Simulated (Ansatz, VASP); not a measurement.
**Two plane-wave programs on RbCl**

File POSCAR:

```
RbCl
1.0
    0.0000000000      3.3287997831      3.3287997831
    3.3287997831      0.0000000000      3.3287997831
    3.3287997831      3.3287997831      0.0000000000
Rb Cl
1 1
Direct
    0.5000000000      0.5000000000      0.5000000000
    0.0000000000      0.0000000000      0.0000000000
```

File INCAR.step1:

```
  PREC = Accurate
  ENCUT = 550
  ISMEAR = 0
  SIGMA = 0.05
  LREAL = False
  LASPH = True
  NELM = 120
  NBANDS = 15
  GGA = PE
  ALGO = Normal
  EDIFF = 1E-5
  LWAVE = True
  LCHARG = False
  GGA_COMPAT = False
```

INCAR.step2

```
  PREC = Accurate
  ENCUT = 550
  EDIFF = 1E-6
  ISMEAR = 0
  SIGMA = 0.05
  LREAL = False
  LASPH = True
  NELM = 120
  ALGO = Normal
  ISIF = 2
  LWAVE = False
  LCHARG = True
  METAGGA = R2SCAN
  LMIXTAU = True
  LELF = True
  LVHAR = True
  NBANDS = 15
  ISTART = 1
  GGA_COMPAT = False
```

Contents of KPOINTS:

```
regular mesh
0
Gamma
  6 6 6
```

Input for Ansatz:

```yaml
crystal:
  lattice:
    - [0.0, 3.3287997831, 3.3287997831]
    - [3.3287997831, 0.0, 3.3287997831]
    - [3.3287997831, 3.3287997831, 0.0]
  atoms:
    - { symbol: Rb, position: [0.5, 0.5, 0.5] }
    - { symbol: Cl, position: [0.0, 0.0, 0.0] }
basis:
  ecutwfc: 500
  ecutrho_ratio: 4
kpoints:
  mp_grid: { grid: [6, 6, 6] }
hamiltonian:
  xc: r2scan
scf:
  occupations: { method: gaussian, width: 0.05 }
output:
  forces: true
  stress: true
  eigenvalues: true
```

Alike in both runs: task single point; functional r2SCAN; k mesh 6 × 6 × 6; occupations gaussian, width 0.05 eV; no spin polarisation.

```csv
,VASP,Ansatz
version,VASP 6.6.1,Ansatz 0.2.0
potentials or method,"VASP PAW PBE potentials, release 64 (Rb_sv, Cl), cutoff 550 eV","scalar-relativistic, plane waves, PAW"
valence electrons in the cell,16,16
```

|  | VASP | Ansatz | Ansatz less VASP |
| --- | --- | --- | --- |
| gap on the k mesh at the Fermi level (eV) | 5.49 | 5.49 | -0.001 |
| least direct gap on the mesh (eV) | 5.49 | 5.49 | -0.001 |
| pressure (GPa) | -0.3 | -0.3 | -0.01 |

VASP's potentials were made for PBE, not for r2SCAN.
